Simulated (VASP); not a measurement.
# SiC (P6_3mc) in VASP: settings compared, part 2 of 2

VASP 6.6.1. The steps go on from the part before.

## (3) Single point, LDA

This run uses another cell than the first one, of 10.50 Å³/atom.

Input file INCAR:

```
PREC     = Accurate       # precision mode
ENCUT    = 520            # plane-wave cutoff, eV
EDIFF    = 1E-6           # SCF threshold, eV
ISMEAR   = 0              # smearing method
SIGMA    = 0.02           # smearing width, eV
LREAL    = False          # projectors in reciprocal space
LASPH    = True           # aspherical terms in the spheres
NELM     = 100            # most SCF steps
ALGO     = Normal         # electronic algorithm
ISIF     = 2              # what is computed and relaxed
LWAVE    = False          # write WAVECAR
LCHARG   = False          # write CHGCAR
ISYM     = 0            
NBANDS   = 16             # bands
```

Input file KPOINTS:

```
regular mesh
0
Gamma
  12 12 6
```

Input file POSCAR:

```
SiC
1.0
    3.0919365181      0.0000000000      0.0000000000
   -1.5459682590      2.6776955715      0.0000000000
    0.0000000000      0.0000000000      5.0742922873
Si C
2 2
Direct
    0.3333333333      0.6666666667      0.4995817071
    0.6666666667      0.3333333333      0.9995817071
    0.3333333333      0.6666666667      0.8754182929
    0.6666666667      0.3333333333      0.3754182929
```

Potentials or basis: VASP PAW LDA potentials, release 64 (Si, C).

Command:

```sh
$ cat potpaw_LDA.64/Si/POTCAR potpaw_LDA.64/C/POTCAR > POTCAR
$ mpirun -np 1 vasp_std > vasp.out
```

OUTCAR:

```text
PREC = Accurate
   ENCUT = 520
   EDIFF = 1E-6
   ISMEAR = 0
   LREAL = False
   LASPH = True
   NELM = 100
   ISIF = 2
   ISYM = 0

 ion  position               nearest neighbor table
   1  0.333  0.667  0.500-   4 1.89   4 1.89   4 1.89   3 1.91   2 3.10   2 3.10   2 3.10   2 3.10
                             2 3.10   2 3.10
   2  0.667  0.333  1.000-   3 1.89   3 1.89   3 1.89   4 1.91   1 3.10   1 3.10   1 3.10   1 3.10
                             1 3.10   1 3.10
   3  0.333  0.667  0.875-   2 1.89   2 1.89   2 1.89   1 1.91
   4  0.667  0.333  0.375-   1 1.89   1 1.89   1 1.89   2 1.91

IMPORTANT INFORMATION: All symmetrisations will be switched off!
NOSYMM: (Re-)initialisation of all symmetry stuff for point group C_1.

----------------------------------------------------------------------------------------

                                     Primitive cell

  volume of cell :      42.0114

  direct lattice vectors                    reciprocal lattice vectors
     3.091936518  0.000000000  0.000000000     0.323421905  0.186727724  0.000000000
    -1.545968259  2.677695572  0.000000000     0.000000000  0.373455448  0.000000000
     0.000000000  0.000000000  5.074292287     0.000000000  0.000000000  0.197071817
[... 142 lines left out ...]

 k-point     1 :       0.0000    0.0000    0.0000
  band No.  band energies     occupation
      1      -7.3219      2.00000
      2      -3.7621      2.00000
      3      -0.5935      2.00000
      4       6.7259      2.00000
      5       6.7259      2.00000
      6       7.9227      2.00000
[... 433 lines left out ...]
      3       0.1369      2.00000
      4       3.6993      2.00000
      5       5.1226      2.00000
      6       6.0159      2.00000
[... 8 lines left out ...]
     15      17.4216      0.00000
     16      18.4346      0.00000

 [... further k-points ...]

------------------------ aborting loop because EDIFF is reached ----------------------------------------

  FORCE on cell =-STRESS in cart. coord.  units (eV):
  Direction    XX          YY          ZZ          XY          YZ          ZX
  --------------------------------------------------------------------------------------
  -------------------------------------------------------------------------------------
  Total       -1.8783120     -1.8783127     -1.8312024     -0.0000001     -0.0000004     -0.0000004
  in kB      -71.6326573    -71.6326839    -69.8360507     -0.0000022     -0.0000154     -0.0000156
  external PRESSURE =     -71.0337973 kB  Pullay stress =       0.0000000 kB

 VOLUME and BASIS-vectors are now :
 -----------------------------------------------------------------------------
  energy-cutoff  :      520.00
  volume of cell :       42.01
      direct lattice vectors                 reciprocal lattice vectors
     3.091936518  0.000000000  0.000000000     0.323421905  0.186727724  0.000000000
    -1.545968259  2.677695572  0.000000000     0.000000000  0.373455448  0.000000000
     0.000000000  0.000000000  5.074292287     0.000000000  0.000000000  0.197071817

 POSITION                                       TOTAL-FORCE (eV/Angst)
 -----------------------------------------------------------------------------------
     -0.00000      1.78513      2.53502        -0.000000     -0.000000     -0.003129
      1.54597      0.89257      5.07217         0.000000      0.000000     -0.003126
     -0.00000      1.78513      4.44213        -0.000000      0.000000      0.003130
      1.54597      0.89257      1.90498         0.000000     -0.000000      0.003124
 -----------------------------------------------------------------------------------
    total drift:                                0.000000      0.000000      0.000576

  FREE ENERGIE OF THE ION-ELECTRON SYSTEM (eV)
  ---------------------------------------------------
  free  energy   TOTEN  =       -33.2457235025 eV

  energy  without entropy=      -33.2457235025  energy(sigma->0) =      -33.24572350
```

stdout:

```text
POSCAR found type information on POSCAR SiC
 POSCAR found :  2 types and       4 ions
 scaLAPACK will be used
 LDA part: xc-table for (Slater(with rela. corr.)+CA(PZ))
 , standard interpolation
 POSCAR, INCAR and KPOINTS ok, starting setup
 FFT: planning ... GRIDC
 FFT: planning ... GRID_SOFT
 FFT: planning ... GRID
 WAVECAR not read
 entering main loop
```

Wall time 71 s (1 thread of Intel Xeon 6975P-C (Granite Rapids), shared host); peak memory 0.33 GiB.

What came out:

- Free energy: -33.2457 eV
- Pressure: -7.1 GPa
- Largest force: 0.003 eV/Å
- Band gap on the k mesh: 2.18 eV (least direct gap 3.84 eV)

Forces on the atoms (eV/Å):
```
Si   0.000  0.000 -0.003
Si   0.000  0.000 -0.003
C    0.000  0.000  0.003
C    0.000  0.000  0.003
```

Levels at points of the mesh, in eV from the valence-band top:
```tsv
k point	band 5	band 6	band 7	band 8	band 9	band 10	band 11	band 12
(0.00, 0.00, 0.00)	-1.31	-0.11	0.00	0.00	4.63	6.06	6.46	6.46
(0.50, 0.00, 0.00)	-5.39	-3.29	-3.27	-1.19	2.65	4.12	6.69	6.98
(0.00, 0.50, 0.00)	-5.39	-3.29	-3.27	-1.19	2.65	4.12	6.69	6.98
(0.50, 0.50, 0.00)	-5.39	-3.29	-3.27	-1.19	2.65	4.12	6.69	6.98
(0.00, 0.00, 0.50)	-0.71	-0.71	-0.71	-0.71	5.70	5.70	7.16	7.16
(0.50, 0.00, 0.50)	-2.43	-2.43	-2.31	-2.31	3.18	3.18	5.09	5.09
(0.00, 0.50, 0.50)	-2.43	-2.43	-2.31	-2.31	3.18	3.18	5.09	5.09
(0.50, 0.50, 0.50)	-2.43	-2.43	-2.31	-2.31	3.18	3.18	5.09	5.09
```

Caveat: the cell stands under tension. A k mesh can miss the band edges.
